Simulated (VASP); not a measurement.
Here is a VASP 6.6.1 calculation.

Contents of INCAR:

```
PREC = Accurate ; ENCUT = 600
EDIFF = 1E-6 ; ISMEAR = 0
SIGMA = 0.05 ; LREAL = False
LASPH = True ; NELM = 200
ALGO = Normal ; ISIF = 2
LWAVE = False ; LCHARG = True
ISPIN = 2 ; MAGMOM = 2.86 0
LORBIT = 11 ; LMAXMIX = 4
LDAU = True ; LDAUTYPE = 2
LDAUL = 2 -1 ; LDAUU = 3.3 0
LDAUJ = 0 0 ; LDAUPRINT = 1
GGA = CA ; LELF = True
LVHAR = True ; NBANDS = 22
GGA_COMPAT = False
```

The input KPOINTS:

```
Automatic mesh
0
Gamma
  10 10 10
```

The input POSCAR:

```
CoO
1.0
    0.0000000000      2.1315016559      2.1315016559
    2.1315016559      0.0000000000      2.1315016559
    2.1315016559      2.1315016559      0.0000000000
Co O
1 1
Direct
    0.0000000000      0.0000000000      0.0000000000
    0.5000000000      0.5000000000      0.5000000000
```

Potentials or basis: VASP PAW LDA potentials, release 64 (Co_sv, O).

The run is started by

```sh
$ cat potpaw_LDA.64/Co_sv/POTCAR potpaw_LDA.64/O/POTCAR > POTCAR
$ mpirun -np 1 vasp_std > vasp.out
```

What does it give for the band gap on the k mesh?

Zero (filled and empty bands overlap).

Estimate the net moment.

3.00 μB per cell.

Estimate the site moments.

Co +2.65; O +0.27 μB.

What does it give for the pressure?

-19.2 GPa.

Eigenvalues of the final occupation matrices:
```
    site  spin  trace               eigenvalues
site 1 d     1   4.67  0.92 0.92 0.92 0.95 0.95
site 1 d     2   2.03  0.12 0.12 0.60 0.60 0.60
```

Caveat: a cell with one magnetic atom can't hold antiferromagnetic order, which such compounds often take. The state reached can hang on the start; a lower one may exist.
